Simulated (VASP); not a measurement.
# C (Fd-3m) in VASP: further runs, part 2 of 2

VASP 6.6.1.

## 3. Relaxation of cell and atoms, r2SCAN

This run uses another cell than the first one, of 5.70 Å³/atom, 1.011 times its volume.

Contents of POSCAR:

```
C
1.0
    0.0000000000      1.7863159877      1.7863159877
    1.7863159877      0.0000000000      1.7863159877
    1.7863159877      1.7863159877      0.0000000000
C
2
Direct
   -0.1250000000     -0.1250000000     -0.1250000000
    0.1250000000      0.1250000000      0.1250000000
```

Contents of INCAR.step1:

```
PREC = Accurate
ENCUT = 600
ISMEAR = -1
SIGMA = 0.08
LREAL = False
LASPH = True
NELM = 100
GGA = PE
ALGO = Normal
EDIFF = 1E-4
LWAVE = True
LCHARG = False
```

Contents of INCAR.step2:

```
PREC = Accurate
ENCUT = 600
EDIFF = 1E-6
ISMEAR = -1
SIGMA = 0.08
LREAL = False
LASPH = True
NELM = 100
ALGO = Normal
ISIF = 3
LWAVE = False
LCHARG = False
METAGGA = R2SCAN
LMIXTAU = True
IBRION = 2
NSW = 60
EDIFFG = -0.005
ISTART = 1
```

Contents of KPOINTS:

```
regular mesh
0
Gamma
  20 20 20
```

Potentials or basis: VASP PAW PBE potentials, release 64 (C).

Command:

```
cat potpaw_PBE.64/C/POTCAR > POTCAR
cp INCAR.step1 INCAR
mpirun -np 1 vasp_std > vasp.out
cp INCAR.step2 INCAR
mpirun -np 1 vasp_std > vasp.out
```

OUTCAR:

```text
PREC = Accurate
   ENCUT = 600
   EDIFF = 1E-6
   ISMEAR = -1
   LREAL = False
   LASPH = True
   NELM = 100
   ISIF = 3
   METAGGA = R2SCAN
   IBRION = 2
   NSW = 60
   EDIFFG = -0.005
   ISTART = 1

 ion  position               nearest neighbor table
   1  0.875  0.875  0.875-   2 1.55   2 1.55   2 1.55   2 1.55
   2  0.125  0.125  0.125-   1 1.55   1 1.55   1 1.55   1 1.55

  LATTYP: Found a face centered cubic cell.
 ALAT       =     3.5726319754

  Lattice vectors:

 A1 = (   0.0000000000,   1.7863159877,   1.7863159877)
 A2 = (   1.7863159877,   0.0000000000,   1.7863159877)
 A3 = (   1.7863159877,   1.7863159877,   0.0000000000)

Analysis of symmetry for initial positions (statically):
=====================================================================
 Subroutine PRICEL returns:
 Original cell was already a primitive cell.

 Routine SETGRP: Setting up the symmetry group for a
 face centered cubic supercell.

 Subroutine GETGRP returns: Found 48 space group operations
 (whereof 12 operations were pure point group operations)
 out of a pool of 48 trial point group operations.

The static configuration has the point symmetry D_3d.
 The point group associated with its full space group is O_h .

Analysis of symmetry for dynamics (positions and initial velocities):
=====================================================================
 Subroutine PRICEL returns:
 Original cell was already a primitive cell.

 Routine SETGRP: Setting up the symmetry group for a
 face centered cubic supercell.

 Subroutine GETGRP returns: Found 48 space group operations
 (whereof 12 operations were pure point group operations)
 out of a pool of 48 trial point group operations.

The dynamic configuration has the point symmetry D_3d.
 The point group associated with its full space group is O_h .

 Subroutine INISYM returns: Found 48 space group operations
 (whereof 12 operations are pure point group operations),
 and found     1 'primitive' translations

----------------------------------------------------------------------------------------

                                     Primitive cell

  volume of cell :      11.4000

  direct lattice vectors                    reciprocal lattice vectors
     0.000000000  1.786315988  1.786315988    -0.279905685  0.279905685  0.279905685
     1.786315988  0.000000000  1.786315988     0.279905685 -0.279905685  0.279905685
     1.786315988  1.786315988  0.000000000     0.279905685  0.279905685 -0.279905685

  length of vectors
     2.526232296  2.526232296  2.526232296     0.484810868  0.484810868  0.484810868

  position of ions in fractional coordinates (direct lattice)
     0.875000000  0.875000000  0.875000000
     0.125000000  0.125000000  0.125000000

  ion indices of the primitive-cell ions
   primitive index   ion index
                 1           1
                 2           2

----------------------------------------------------------------------------------------

 KPOINTS: regular mesh

Automatic generation of k-mesh.
 Grid dimensions read from file:
[... 27 lines left out ...]
  0.250000  0.000000  0.000000      8.000000
[... 16 lines left out ...]
 -0.400000  0.050000  0.000000     24.000000
 -0.350000  0.050000  0.000000     24.000000
 [... further k-points ...]
   k-points           NKPTS =    256   k-points in BZ     NKDIM =    256   number of bands    NBANDS=      8
   number of dos      NEDOS =    301   number of ions     NIONS =      2
   total plane-waves  NPLWV =   8000
   dimension x,y,z NGX =    20 NGY =   20 NGZ =   20
   dimension x,y,z NGXF=    40 NGYF=   40 NGZF=   40
   ions per type =               2
   NGX,Y,Z   is equivalent  to a cutoff of  13.16, 13.16, 13.16 a.u.
   NGXF,Y,Z  is equivalent  to a cutoff of  26.32, 26.32, 26.32 a.u.
 SYSTEM =  unknown system
   PREC   = accura    normal or accurate (medium, high low for compatibility)
   ISTART =      1    job   : 0-new  1-cont  2-samecut
   ICHARG =      0    charge: 1-file 2-atom 10-const
   ISPIN  =      1    spin polarized calculation?
   LNONCOLLINEAR =      F non collinear calculations
   LSORBIT =      F    spin-orbit coupling
   LASPH  =      T    aspherical Exc in radial PAW
   ENCUT  =  600.0 eV  44.10 Ry    6.64 a.u.   5.05  5.05  5.05*2*pi/ulx,y,z
   NELM   =    100;   NELMIN=  2; NELMDL=  0     # of ELM steps
   EDIFF  = 0.1E-05   stopping-criterion for ELM
   LREAL  =      F    real-space projection
   EDIFFG = -.5E-02   stopping-criterion for IOM
   NSW    =     60    number of steps for IOM
   IBRION =      2    ionic relax: 0-MD 1-quasi-New 2-CG
   NFREE  =      1    steps in history (QN), initial steepest desc. (CG)
   ISIF   =      3    stress and relaxation
   ISYM   =      2    0-nonsym 1-usesym 2-fastsym
   POTIM  = 0.5000    time-step for ionic-motion
   TEBEG  =    0.0;   TEEND  =   0.0 temperature during run
   PSTRESS=    0.0 pullay stress
   NELECT =       8.0000    total number of electrons
   NUPDOWN=      -1.0000    fix difference up-down
   EMIN   =  10.00;   EMAX   =-10.00  energy-range for DOS
   EFERMI =   0.00;   METHOD = LEGACY
   ISMEAR =    -1;   SIGMA  =   0.08  broadening in eV -4-tet -1-fermi 0-gaus
   EFERMI_NEDOS =   21; number of points for ismear=-14 and -15
   IALGO  =     38    algorithm
   IMIX   =      4    mixing-type and parameters
     AMIX     =   0.40;   BMIX     =  1.00
     AMIX_MAG =   1.60;   BMIX_MAG =  1.00
  volume/ion in A,a.u.               =       5.70        38.47
  Fermi-wavevector in a.u.,A,eV,Ry     =   1.454800  2.749173 28.795945  2.116442
  Thomas-Fermi vector in A             =   2.571908
   LORBIT       =      0    0 simple, 1 ext, 2 COOP (PROOUT), +10 PAW based schemes
   METAGGA = R2SCAN    functional components
   LHFCALC =     F    Hartree Fock is set to
   AEXX    =    0.0000 exact exchange contribution
   IVDW    =     0    specifies the selected vdW correction
   LEPSILON=     F    determine dielectric tensor
   LRPA    =     F    only Hartree local field effects (RPA)
 conjugate gradient relaxation of ions
 non-spin polarized calculation
  energy-cutoff  :      600.00
  volume of cell :       11.40
 maximum number of plane-waves:       392
   NGX =  9   NGY =  9   NGZ =  9

--------------------------------------- Ionic step        1  -------------------------------------------

 number of electron       7.9999999 magnetization

 Free energy of the ion-electron system (eV)
  ---------------------------------------------------
  ext. energy  EPLUGINS =         0.00000000
  ---------------------------------------------------
  free energy    TOTEN  =       -19.66313101 eV

  energy without entropy =      -19.66313101  energy(sigma->0) =      -19.66313101

------------------------ aborting loop because EDIFF is reached ----------------------------------------

  FORCE on cell =-STRESS in cart. coord.  units (eV):
  Direction    XX          YY          ZZ          XY          YZ          ZX
  --------------------------------------------------------------------------------------
  -------------------------------------------------------------------------------------
  Total       -0.3036075     -0.3036075     -0.3036075      0.0000000      0.0000000      0.0000000
  in kB      -42.6695651    -42.6695651    -42.6695651      0.0000000      0.0000000      0.0000000
  external PRESSURE =     -42.6695651 kB  Pullay stress =       0.0000000 kB
[... 59 lines left out ...]
--------------------------------------- Ionic step        3  -------------------------------------------

 number of electron       7.9999999 magnetization

 Free energy of the ion-electron system (eV)
  ---------------------------------------------------
  ext. energy  EPLUGINS =         0.00000000
  ---------------------------------------------------
  free energy    TOTEN  =       -19.66460960 eV

  energy without entropy =      -19.66460960  energy(sigma->0) =      -19.66460960

 E-fermi :  11.2528     XC(G=0): -14.2833

 val. band max:        9.7796051509   @ k =   0.0000   0.0000   0.0000
 cond. band min:      14.1146323170   @ k =   0.3500   0.3500   0.0000
 fundamental gap:      4.3350271662
 Fermi energy:        11.2528408007

 k-point     1 :       0.0000    0.0000    0.0000
  band No.  band energies     occupation
      1     -12.9801      2.00000
      2       9.7796      2.00000
      3       9.7796      2.00000
      4       9.7796      2.00000
      5      15.6285      0.00000
      6      15.6285      0.00000
      7      15.6285      0.00000
      8      23.7104      0.00000
[... 243 lines left out ...]
 k-point    24 :      -0.3500    0.0500    0.0000
  band No.  band energies     occupation
      1      -9.1325      2.00000
      2      -1.2310      2.00000
      3       6.5636      2.00000
      4       7.2699      2.00000
      5      18.4935      0.00000
      6      18.8078      0.00000
      7      19.0592      0.00000
      8      26.0748      0.00000

 [... further k-points ...]
[... 5 lines left out ...]
  --------------------------------------------------------------------------------------
  -------------------------------------------------------------------------------------
  Total       -0.0052714     -0.0052714     -0.0052714      0.0000000     -0.0000000      0.0000000
  in kB       -0.7480599     -0.7480599     -0.7480599      0.0000000     -0.0000000      0.0000000
  external PRESSURE =      -0.7480599 kB  Pullay stress =       0.0000000 kB
[... 17 lines left out ...]
  FREE ENERGIE OF THE ION-ELECTRON SYSTEM (eV)
  ---------------------------------------------------
  free  energy   TOTEN  =       -19.6646096045 eV

  energy  without entropy=      -19.6646096045  energy(sigma->0) =      -19.66460960

 reached required accuracy - stopping structural energy minimisation
```

OUTCAR.step1:

```text
PREC = Accurate
   ENCUT = 600
   ISMEAR = -1
   LREAL = False
   LASPH = True
[... 486 lines left out ...]
      3.12605      3.12605      3.12605         0.000000     -0.000000     -0.000000
      0.44658      0.44658      0.44658        -0.000000      0.000000      0.000000
 -----------------------------------------------------------------------------------
    total drift:                                0.000000      0.000000     -0.000000

  FREE ENERGIE OF THE ION-ELECTRON SYSTEM (eV)
  ---------------------------------------------------
  free  energy   TOTEN  =       -18.1905198553 eV

  energy  without entropy=      -18.1905198552  energy(sigma->0) =      -18.19051986
```

OSZICAR.step1:

```text
N       E                     dE             d eps       ncg     rms          rms(c)
DAV:   1    -0.127213481535E+01   -0.12721E+01   -0.51271E+03  4216   0.106E+03
DAV:   2    -0.187144686793E+02   -0.17442E+02   -0.16616E+02  6608   0.111E+02
DAV:   3    -0.188184719815E+02   -0.10400E+00   -0.10400E+00  4536   0.111E+01
DAV:   4    -0.188186019618E+02   -0.12998E-03   -0.12998E-03  5888   0.413E-01
DAV:   5    -0.188186020084E+02   -0.46569E-07   -0.46569E-07  4136   0.490E-03    0.549E+00
DAV:   6    -0.183477040758E+02    0.47090E+00   -0.36071E-01  4232   0.480E+00    0.329E+00
DAV:   7    -0.181892427488E+02    0.15846E+00   -0.39870E-01  4856   0.516E+00    0.749E-01
DAV:   8    -0.181905034229E+02   -0.12607E-02   -0.18418E-03  4280   0.505E-01    0.461E-02
DAV:   9    -0.181905198553E+02   -0.16432E-04   -0.12962E-04  5872   0.101E-01
   1 F= -.18190520E+02 E0= -.18190520E+02  d E =-.701362E-10
```

It took 1.8 min on 1 thread of Intel Xeon 6975P-C, shared host; peak memory 0.14 GiB.

Results:

```
Free energy                            : -19.6646 eV
Relaxed volume                         : 5.65 Å³/atom
Relaxed cell                           : a = 2.518 Å, b = 2.518 Å, c = 2.518 Å, α = 60.00°, β = 60.00°, γ = 60.00°
Space group after relaxing (to 0.05 Å) : Fd-3m (No. 227)
Energy gained by relaxing              : 0.7 meV/atom
Ionic steps                            : 3
Pressure after relaxing                : -0.1 GPa
Band gap on the k mesh                 : 4.33 eV, indirect (least direct gap 5.85 eV)
```

Step by step:
| step | energy change (eV) | largest force (eV/Å) | pressure (GPa) | volume (Å³) |
| --- | --- | --- | --- | --- |
| 1 | 0.0000 | 0.0000 | -4.27 | 11.40 |
| 2 | 0.0010 | 0.0000 | 5.68 | 11.15 |
| 3 | -0.0015 | 0.0000 | -0.07 | 11.29 |

Final structure:
```
CELL_PARAMETERS angstrom
0.00000 1.78056 1.78056
1.78056 0.00000 1.78056
1.78056 1.78056 0.00000
ATOMIC_POSITIONS crystal
C 0.87500 0.87500 0.87500
C 0.12500 0.12500 0.12500
```

Caveat: the PAW data sets were made with another functional, which shifts forces and pressure a little.
